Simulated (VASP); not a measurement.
Wanted: the native input for a VASP 6.6.1 run.

| Quantity | Value |
| --- | --- |
| Task | single point |
| Functional | PBE |
| Potentials or basis | VASP PAW PBE potentials, release 64 (Ag, Cl) |
| Cutoff | 520 eV |
| k mesh | 8 × 8 × 8 |
| Occupations | gaussian, width 0.05 eV |
| Spin | no spin polarisation |
| Dipole correction | no |
| Further INCAR settings | ALGO = Normal; EDIFF = 1e-06; NBANDS = 16 |

The structure of AgCl lies in POSCAR:

```
AgCl
1.0
    0.0485301250      2.7731500000      2.7731500000
    2.8216801250      0.0000000000      2.8216801250
    2.7731500000      2.7731500000      0.0485301250
Ag Cl
1 1
Direct
    0.5000000000      0.5000000000      0.5000000000
    0.0000000000      0.0000000000      0.0000000000
```

This cell differs from its parent crystal: strain +0.0350 x Voigt [0, 0, 0, 0, 1, 0].

These files were run (other wordings do the same):

INCAR

```
ALGO = Normal
EDIFF = 1E-6
ENCUT = 520
GGA = PE
ISIF = 2
ISMEAR = 0
LASPH = True
LCHARG = False
LREAL = False
LWAVE = False
NBANDS = 16
NELM = 100
PREC = Accurate
SIGMA = 0.05
```

KPOINTS

```
k-points
0
Gamma
  8 8 8
```

Potentials or basis: VASP PAW PBE potentials, release 64 (Ag, Cl).

Run with:

```sh
$ cat potpaw_PBE.64/Ag/POTCAR potpaw_PBE.64/Cl/POTCAR > POTCAR
$ mpirun -np 1 vasp_std > vasp.out
```

Results of the run:

* Pressure: 1.5 GPa
* Band gap on the k mesh: 0.88 eV (least direct gap 3.15 eV)

Caveat: the cell differs from its parent crystal (strain +0.0350 x Voigt [0, 0, 0, 0, 1, 0]).

Wall time 85 s on 1 thread of Intel Xeon 8259CL (shared host), peak memory 0.21 GiB.
